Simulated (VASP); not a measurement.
# MgO (Cm) in VASP: further runs

MgO is run at these levels: PBE; tasks: single point.

Program: VASP 6.6.1. These are calculated values, not measurements. Logs are shortened: lines on timing, memory, paths and dates and some standing lists are left out, and cuts for length are marked.

## Step 1: The cell of the first run

Symmetry: Cm, No. 8, monoclinic system. The conventional cell has a = 5.838 Å, b = 3.371 Å, c = 5.207 Å, α = 90.00°, β = 90.00°, γ = 90.00°. Within 2.6 Å of Mg (site symmetry m) lie 4 O at 1.94 to 2.07 Å. Mg (site symmetry m) has 4 O at 1.99 to 2.11 Å within 2.6 Å. Within 2.6 Å of O (site symmetry m) lie 4 Mg at 1.99 to 2.11 Å. O (site symmetry m) has 4 Mg at 1.94 to 2.07 Å within 2.6 Å.

## Step 2: Single point, PBE (atoms displaced along a vibrational mode, the cell strained)

Contents of INCAR:

```
  PREC = Accurate
  ENCUT = 520
  EDIFF = 1E-7
  ISMEAR = 0
  SIGMA = 0.05
  LREAL = False
  LASPH = True
  NELM = 80
  ALGO = Normal
  ISIF = 2
  LWAVE = False
  LCHARG = False
  GGA = PE
  NBANDS = 16
```

Contents of KPOINTS:

```
regular mesh
0
Gamma
  9 9 6
```

Contents of POSCAR:

```
MgO
1.0
    3.3706506669      0.0000000000      0.0000000000
   -1.6853253335      2.9190691049      0.0000000000
    0.0000000000      0.0000000000      5.2070772651
Mg O
2 2
Direct
    0.3392943318      0.6785886635      0.0063188067
    0.6726276651      0.3452553302      0.5063188067
    0.3242776382      0.6485552763      0.3982811933
    0.6576109715      0.3152219430      0.8982811933
```

Potentials or basis: VASP PAW PBE potentials, release 64 (Mg, O).

Run with:

```
> cat potpaw_PBE.64/Mg/POTCAR potpaw_PBE.64/O/POTCAR > POTCAR
> mpirun -np 1 vasp_std > vasp.out
```

OUTCAR:

```text
PREC = Accurate
   ENCUT = 520
   EDIFF = 1E-7
   ISMEAR = 0
   LREAL = False
   LASPH = True
   NELM = 80
   ISIF = 2
   GGA = PE

 ion  position               nearest neighbor table
   1  0.339  0.679  0.006-   4 1.94   3 2.04   4 2.07   4 2.07   2 3.25   2 3.25   2 3.25   2 3.25
                             2 3.25   2 3.25
   2  0.673  0.345  0.506-   3 1.99   3 1.99   4 2.04   3 2.11   1 3.25   1 3.25   1 3.25   1 3.25
                             1 3.25   1 3.25
   3  0.324  0.649  0.398-   2 1.99   2 1.99   1 2.04   2 2.11
   4  0.658  0.315  0.898-   1 1.94   2 2.04   1 2.07   1 2.07

  LATTYP: Found a hexagonal cell.
 ALAT       =     3.3706506669
 C/A-ratio  =     1.5448285152

  Lattice vectors:

 A1 = (   3.3706506669,   0.0000000000,   0.0000000000)
 A2 = (  -1.6853253335,   2.9190691049,   0.0000000000)
 A3 = (   0.0000000000,   0.0000000000,   5.2070772651)

Analysis of symmetry for initial positions (statically):
=====================================================================
 Subroutine PRICEL returns:
 Original cell was already a primitive cell.

 Routine SETGRP: Setting up the symmetry group for a
 hexagonal supercell.

 Subroutine GETGRP returns: Found  2 space group operations
 (whereof  2 operations were pure point group operations)
 out of a pool of 24 trial point group operations.

The static configuration has the point symmetry C_1h.

Analysis of symmetry for dynamics (positions and initial velocities):
=====================================================================
 Subroutine PRICEL returns:
 Original cell was already a primitive cell.

 Routine SETGRP: Setting up the symmetry group for a
 hexagonal supercell.

 Subroutine GETGRP returns: Found  2 space group operations
 (whereof  2 operations were pure point group operations)
 out of a pool of 24 trial point group operations.

The dynamic configuration has the point symmetry C_1h.

 Subroutine INISYM returns: Found  2 space group operations
 (whereof  2 operations are pure point group operations),
 and found     1 'primitive' translations

----------------------------------------------------------------------------------------

                                     Primitive cell

  volume of cell :      51.2333

  direct lattice vectors                    reciprocal lattice vectors
     3.370650667  0.000000000  0.000000000     0.296678623  0.171287483  0.000000000
    -1.685325334  2.919069105  0.000000000     0.000000000  0.342574966  0.000000000
[... 87 lines left out ...]
   ENCUT  =  520.0 eV  38.22 Ry    6.18 a.u.   6.27  6.27  9.68*2*pi/ulx,y,z
   NELM   =     80;   NELMIN=  2; NELMDL= -5     # of ELM steps
   EDIFF  = 0.1E-06   stopping-criterion for ELM
   LREAL  =      F    real-space projection
   EDIFFG = 0.1E-05   stopping-criterion for IOM
   NSW    =      0    number of steps for IOM
   IBRION =     -1    ionic relax: 0-MD 1-quasi-New 2-CG
   NFREE  =      0    steps in history (QN), initial steepest desc. (CG)
   ISIF   =      2    stress and relaxation
   ISYM   =      2    0-nonsym 1-usesym 2-fastsym
   POTIM  = 0.5000    time-step for ionic-motion
   TEBEG  =    0.0;   TEEND  =   0.0 temperature during run
   PSTRESS=    0.0 pullay stress
   NELECT =      16.0000    total number of electrons
   NUPDOWN=      -1.0000    fix difference up-down
   EMIN   =  10.00;   EMAX   =-10.00  energy-range for DOS
   EFERMI =   0.00;   METHOD = LEGACY
   ISMEAR =     0;   SIGMA  =   0.05  broadening in eV -4-tet -1-fermi 0-gaus
   EFERMI_NEDOS =   21; number of points for ismear=-14 and -15
   IALGO  =     38    algorithm
   IMIX   =      4    mixing-type and parameters
     AMIX     =   0.40;   BMIX     =  1.00
     AMIX_MAG =   1.60;   BMIX_MAG =  1.00
  volume/ion in A,a.u.               =      12.81        86.43
  Fermi-wavevector in a.u.,A,eV,Ry     =   1.110702  2.098922 16.784940  1.233658
  Thomas-Fermi vector in A             =   2.247256
   LORBIT       =      0    0 simple, 1 ext, 2 COOP (PROOUT), +10 PAW based schemes
   GGA     = PE    functional components
   LHFCALC =     F    Hartree Fock is set to
   AEXX    =    0.0000 exact exchange contribution
   IVDW    =     0    specifies the selected vdW correction
   LEPSILON=     F    determine dielectric tensor
   LRPA    =     F    only Hartree local field effects (RPA)
 non-spin polarized calculation
 Gauss-broadening in eV      SIGMA  =   0.05
  energy-cutoff  :      520.00
  volume of cell :       51.23
 maximum number of plane-waves:      1411
 NGX is ok and might be reduce to    28
   NGX = 13   NGY = 13   NGZ = 19

 number of electron      16.0000001 magnetization

 Free energy of the ion-electron system (eV)
  ---------------------------------------------------
  ext. energy  EPLUGINS =         0.00000000
  ---------------------------------------------------
  free energy    TOTEN  =       -23.42961850 eV

  energy without entropy =      -23.42961850  energy(sigma->0) =      -23.42961850

 E-fermi :   0.8535     XC(G=0):  -9.3939

 val. band max:        0.6382993983   @ k =   0.0000   0.0000   0.0000
 cond. band min:       3.7519988015   @ k =   0.0000   0.0000   0.0000
 fundamental gap:      3.1136994032
 Fermi energy:         0.8535309891

 k-point     1 :       0.0000    0.0000    0.0000
  band No.  band energies     occupation
      1     -15.2984      2.00000
      2     -14.6521      2.00000
      3      -2.3599      2.00000
      4       0.0301      2.00000
      5       0.0357      2.00000
      6       0.3473      2.00000
[... 433 lines left out ...]
      3      -1.9083      2.00000
      4      -1.2319      2.00000
      5      -0.8986      2.00000
      6      -0.7619      2.00000
[... 8 lines left out ...]
     15      13.5524      0.00000
     16      15.8399      0.00000

 [... further k-points ...]
[... 5 lines left out ...]
  --------------------------------------------------------------------------------------
  -------------------------------------------------------------------------------------
  Total       -1.7251583     -1.5387777     -1.6423837      0.0000000     -0.4809711      0.0000000
  in kB      -53.9494955    -48.1209655    -51.3609520      0.0000000    -15.0410259      0.0000000
  external PRESSURE =     -51.1438043 kB  Pullay stress =       0.0000000 kB

 VOLUME and BASIS-vectors are now :
 -----------------------------------------------------------------------------
  energy-cutoff  :      520.00
  volume of cell :       51.23
      direct lattice vectors                 reciprocal lattice vectors
     3.370650667  0.000000000  0.000000000     0.296678623  0.171287483  0.000000000
    -1.685325334  2.919069105  0.000000000     0.000000000  0.342574966  0.000000000
     0.000000000  0.000000000  5.207077265     0.000000000  0.000000000  0.192046315

 POSITION                                       TOTAL-FORCE (eV/Angst)
 -----------------------------------------------------------------------------------
      0.00000      1.98085      0.03290         0.000000     -0.778819      0.098985
      1.68533      1.00782      2.63644         0.000000     -0.571474      0.088078
      0.00000      1.89318      2.07388        -0.000000      0.572276     -0.087735
      1.68533      0.92015      4.67742        -0.000000      0.778017     -0.099328
 -----------------------------------------------------------------------------------
    total drift:                               -0.000000     -0.000129      0.000192

  FREE ENERGIE OF THE ION-ELECTRON SYSTEM (eV)
  ---------------------------------------------------
  free  energy   TOTEN  =       -23.4296184963 eV

  energy  without entropy=      -23.4296184963  energy(sigma->0) =      -23.42961850
```

OSZICAR:

```text
N       E                     dE             d eps       ncg     rms          rms(c)
DAV:   1     0.600430975715E+02    0.60043E+02   -0.73324E+03  4496   0.872E+02
DAV:   2    -0.234492762264E+02   -0.83492E+02   -0.76559E+02  6224   0.191E+02
DAV:   3    -0.276714646755E+02   -0.42222E+01   -0.42126E+01  4968   0.454E+01
DAV:   4    -0.276894560342E+02   -0.17991E-01   -0.17991E-01  5656   0.348E+00
DAV:   5    -0.276895500258E+02   -0.93992E-04   -0.93991E-04  5096   0.242E-01    0.116E+01
DAV:   6    -0.235092288532E+02    0.41803E+01   -0.12905E+01  4480   0.263E+01    0.416E+00
DAV:   7    -0.234378206948E+02    0.71408E-01   -0.21882E-01  4536   0.371E+00    0.223E+00
DAV:   8    -0.234313965790E+02    0.64241E-02   -0.11467E-01  4664   0.361E+00    0.533E-01
DAV:   9    -0.234286201841E+02    0.27764E-02   -0.39462E-03  5744   0.575E-01    0.162E-01
DAV:  10    -0.234295892693E+02   -0.96909E-03   -0.14185E-03  4568   0.241E-01    0.274E-02
DAV:  11    -0.234296130786E+02   -0.23809E-04   -0.19459E-05  5368   0.314E-02    0.184E-02
DAV:  12    -0.234296184150E+02   -0.53364E-05   -0.77554E-06  4560   0.221E-02    0.651E-03
DAV:  13    -0.234296185924E+02   -0.17746E-06   -0.12474E-06  4640   0.971E-03    0.232E-03
DAV:  14    -0.234296184963E+02    0.96080E-07   -0.12336E-07  4256   0.292E-03
   1 F= -.23429618E+02 E0= -.23429618E+02  d E =-.522906E-12
```

It took 83 s on 1 thread of Intel Xeon Platinum 8259CL at 2.50GHz (Skylake/Cascade Lake), shared host; peak memory 0.25 GiB.

What came out:

| Quantity | Value |
| --- | --- |
| Free energy | -23.4296 eV |
| Pressure | -5.1 GPa |
| Largest force | 0.785 eV/Å |
| Band gap on the k mesh | 3.11 eV |

Forces in eV/Å, atoms in the order of the input:
```
Mg   0.000 -0.779  0.099
Mg   0.000 -0.571  0.088
O    0.000  0.572 -0.088
O    0.000  0.778 -0.099
```

Stress tensor (GPa, compression positive):
```
-5.39  0.00  0.00
 0.00 -4.81 -1.50
 0.00 -1.50 -5.14
```

Caveat: the cell differs from its parent crystal (atoms displaced along a vibrational mode, the cell strained); the cell stands under tension. A k mesh can miss the band edges.

## Step 3: Single point, PBE (atoms displaced along a vibrational mode, the cell strained)

Contents of INCAR:

```
PREC = Accurate
ENCUT = 520
EDIFF = 1E-6
ISMEAR = 0
SIGMA = 0.05
LREAL = F
LASPH = T
NELM = 60
ALGO = Normal
ISIF = 2
LWAVE = F
LCHARG = F
GGA = PE
NBANDS = 16
```

KPOINTS is that of step 2.

Contents of POSCAR:

```
MgO
1.0
    3.3981675358      0.0000000000      0.0000000000
   -1.6990837679      2.9428994123      0.0000000000
    0.0000000000      0.0000000000      5.2495861087
Mg O
2 2
Direct
    0.3363138326      0.6726276651      0.0063188067
    0.6696471659      0.3392943318      0.5063188067
    0.3288054857      0.6576109715      0.3982811933
    0.6621388191      0.3242776382      0.8982811933
```

Potentials or basis: VASP PAW PBE potentials, release 64 (Mg, O).

Run with:

```
> cat potpaw_PBE.64/Mg/POTCAR potpaw_PBE.64/O/POTCAR > POTCAR
> mpirun -np 1 vasp_std > vasp.out
```

Wall time 77 s (1 thread of Intel Xeon Platinum 8259CL at 2.50GHz (Skylake/Cascade Lake), shared host); peak memory 0.25 GiB.

It converged, with:

* Free energy: -23.4226 eV
* Pressure: -7.7 GPa
* Largest force: 0.337 eV/Å
* Band gap on the k mesh: 3.00 eV

Forces in eV/Å, atoms in the order of the input:
```
Mg   0.000 -0.332  0.060
Mg   0.000 -0.284  0.059
O    0.000  0.284 -0.059
O    0.000  0.332 -0.060
```

Stress tensor (GPa, compression positive):
```
-7.99  0.00  0.00
 0.00 -7.85 -0.61
 0.00 -0.61 -7.21
```

Levels at points of the mesh, in eV from the valence-band top:
| k point | band 5 | band 6 | band 7 | band 8 | band 9 | band 10 | band 11 | band 12 |
| --- | --- | --- | --- | --- | --- | --- | --- | --- |
| (0.00, 0.00, 0.00) | -0.58 | -0.28 | -0.28 | 0.00 | 3.00 | 7.80 | 9.45 | 13.60 |
| (0.00, 0.00, 0.50) | -0.47 | -0.47 | -0.39 | -0.39 | 5.38 | 5.38 | 12.23 | 12.23 |

Caveat: the cell differs from its parent crystal (atoms displaced along a vibrational mode, the cell strained); the cell stands under tension. A k mesh can miss the band edges.

## Step 4: Single point, PBE (atoms displaced along a vibrational mode, the cell strained)

Contents of INCAR:

```
SYSTEM = MgO
PREC = Accurate
ENCUT = 520
EDIFF = 1E-6
ISMEAR = 0
SIGMA = 0.05
LREAL = .False.
LASPH = .True.
NELM = 100
ALGO = Normal
ISIF = 2
LWAVE = .False.
LCHARG = .True.
GGA = PE
LELF = .True.
LVHAR = .True.
NBANDS = 16
```

Contents of KPOINTS:

```
Automatic mesh
0
Gamma
  9 9 6
  0 0 0
```

Contents of POSCAR:

```
MgO
1.0
    3.3981675358      0.0000000000      0.0000000000
   -1.6990837679      2.9428994123      0.0000000000
    0.0000000000      0.0000000000      5.2495861087
Mg O
2 2
Direct
    0.3392943318      0.6785886635      0.0063188067
    0.6726276651      0.3452553302      0.5063188067
    0.3242776382      0.6485552763      0.3982811933
    0.6576109715      0.3152219430      0.8982811933
```

Potentials or basis: VASP PAW PBE potentials, release 64 (Mg, O).

Run with:

```
> cat potpaw_PBE.64/Mg/POTCAR potpaw_PBE.64/O/POTCAR > POTCAR
> mpirun -np 1 vasp_std > vasp.out
```

OUTCAR:

```text
SYSTEM = MgO
   PREC = Accurate
   ENCUT = 520
   EDIFF = 1E-6
   ISMEAR = 0
   LREAL = .False.
   LASPH = .True.
   NELM = 100
   ISIF = 2
   GGA = PE

 ion  position               nearest neighbor table
   1  0.339  0.679  0.006-   4 1.96   3 2.06   4 2.09   4 2.09   2 3.28   2 3.28   2 3.28   2 3.28
                             2 3.28   2 3.28
   2  0.673  0.345  0.506-   3 2.00   3 2.00   4 2.06   3 2.13   1 3.28   1 3.28   1 3.28   1 3.28
                             1 3.28   1 3.28
   3  0.324  0.649  0.398-   2 2.00   2 2.00   1 2.06   2 2.13
   4  0.658  0.315  0.898-   1 1.96   2 2.06   1 2.09   1 2.09

[... 659 lines left out ...]
  -------------------------------------------------------------------------------------
  Total       -2.5174907     -2.3373094     -2.3411562      0.0000000     -0.4089602      0.0000000
  in kB      -76.8304167    -71.3315280    -71.4489265      0.0000000    -12.4809127      0.0000000
  external PRESSURE =     -73.2036237 kB  Pullay stress =       0.0000000 kB

 VOLUME and BASIS-vectors are now :
 -----------------------------------------------------------------------------
  energy-cutoff  :      520.00
  volume of cell :       52.50
      direct lattice vectors                 reciprocal lattice vectors
     3.398167536  0.000000000  0.000000000     0.294276250  0.169900472  0.000000000
    -1.699083768  2.942899412  0.000000000     0.000000000  0.339800945  0.000000000
     0.000000000  0.000000000  5.249586109     0.000000000  0.000000000  0.190491208

 POSITION                                       TOTAL-FORCE (eV/Angst)
 -----------------------------------------------------------------------------------
      0.00000      1.99702      0.03317         0.000000     -0.720498      0.107716
      1.69908      1.01605      2.65796         0.000000     -0.527990      0.097441
      0.00000      1.90863      2.09081        -0.000000      0.528615     -0.097123
      1.69908      0.92767      4.71560         0.000000      0.719873     -0.108035
 -----------------------------------------------------------------------------------
    total drift:                               -0.000000      0.000283      0.000701

  FREE ENERGIE OF THE ION-ELECTRON SYSTEM (eV)
  ---------------------------------------------------
  free  energy   TOTEN  =       -23.3815072467 eV

  energy  without entropy=      -23.3815072467  energy(sigma->0) =      -23.38150725
```

OSZICAR:

```text
N       E                     dE             d eps       ncg     rms          rms(c)
DAV:   1     0.612734424506E+02    0.61273E+02   -0.73236E+03  4480   0.871E+02
DAV:   2    -0.231843293422E+02   -0.84458E+02   -0.77857E+02  6160   0.191E+02
DAV:   3    -0.276136717291E+02   -0.44293E+01   -0.44191E+01  5096   0.461E+01
DAV:   4    -0.276330109186E+02   -0.19339E-01   -0.19339E-01  5528   0.360E+00
DAV:   5    -0.276331126187E+02   -0.10170E-03   -0.10170E-03  5176   0.252E-01    0.116E+01
DAV:   6    -0.234708233443E+02    0.41623E+01   -0.13094E+01  4480   0.263E+01    0.426E+00
DAV:   7    -0.233905530990E+02    0.80270E-01   -0.24018E-01  4512   0.388E+00    0.223E+00
DAV:   8    -0.233833325699E+02    0.72205E-02   -0.12105E-01  4584   0.368E+00    0.542E-01
DAV:   9    -0.233804499896E+02    0.28826E-02   -0.40470E-03  5800   0.583E-01    0.162E-01
DAV:  10    -0.233814768734E+02   -0.10269E-02   -0.14238E-03  4528   0.240E-01    0.271E-02
DAV:  11    -0.233815012549E+02   -0.24381E-04   -0.20793E-05  5368   0.315E-02    0.192E-02
DAV:  12    -0.233815070194E+02   -0.57646E-05   -0.85390E-06  4528   0.230E-02    0.652E-03
DAV:  13    -0.233815072467E+02   -0.22725E-06   -0.12318E-06  4392   0.956E-03
   1 F= -.23381507E+02 E0= -.23381507E+02  d E =-.506762E-12
```

stdout:

```text
POSCAR found type information on POSCAR MgO
 POSCAR found :  2 types and       4 ions
 scaLAPACK will be used
 LDA part: xc-table for (Slater+PW92), standard interpolation
 POSCAR, INCAR and KPOINTS ok, starting setup
 FFT: planning ... GRIDC
 FFT: planning ... GRID_SOFT
 FFT: planning ... GRID
 WAVECAR not read
 entering main loop
```

It took 80 s on 1 thread of Intel Xeon Platinum 8259CL at 2.50GHz (Skylake/Cascade Lake), shared host; peak memory 0.25 GiB.

Results:

```
Free energy            : -23.3815 eV
Pressure               : -7.3 GPa
Largest force          : 0.729 eV/Å
Band gap on the k mesh : 2.99 eV
```

Forces on the atoms (eV/Å):
```
Mg   0.000 -0.720  0.108
Mg   0.000 -0.528  0.097
O    0.000  0.529 -0.097
O    0.000  0.720 -0.108
```

Stress tensor (GPa, compression positive):
```
-7.68  0.00  0.00
 0.00 -7.13 -1.25
 0.00 -1.25 -7.14
```

Caveat: the cell differs from its parent crystal (atoms displaced along a vibrational mode, the cell strained); the cell stands under tension.

## Step 5: The runs side by side

```tsv
cell	gap on the mesh (eV)	pressure (GPa)	largest force (eV/Å)
a = 3.371, b = 3.371, c = 5.207 Å, angles 90.0, 90.0, 120.0°, 4 atoms, atomic positions A	3.11	-5.1	0.79
a = 3.398, b = 3.398, c = 5.250 Å, angles 90.0, 90.0, 120.0°, 4 atoms, atomic positions B	3.00	-7.7	0.34
a = 3.398, b = 3.398, c = 5.250 Å, angles 90.0, 90.0, 120.0°, 4 atoms, atomic positions A	2.99	-7.3	0.73
```

Alike in all rows: task single point; level PBE; potentials or basis VASP PAW PBE potentials, release 64 (Mg, O); no spin polarisation; k mesh 9 × 9 × 6; cutoff (eV) 520; smearing gaussian 0.05 eV.

Caveats: the cell stands under tension.

Absolute energies hang on the potentials; compare differences alone.
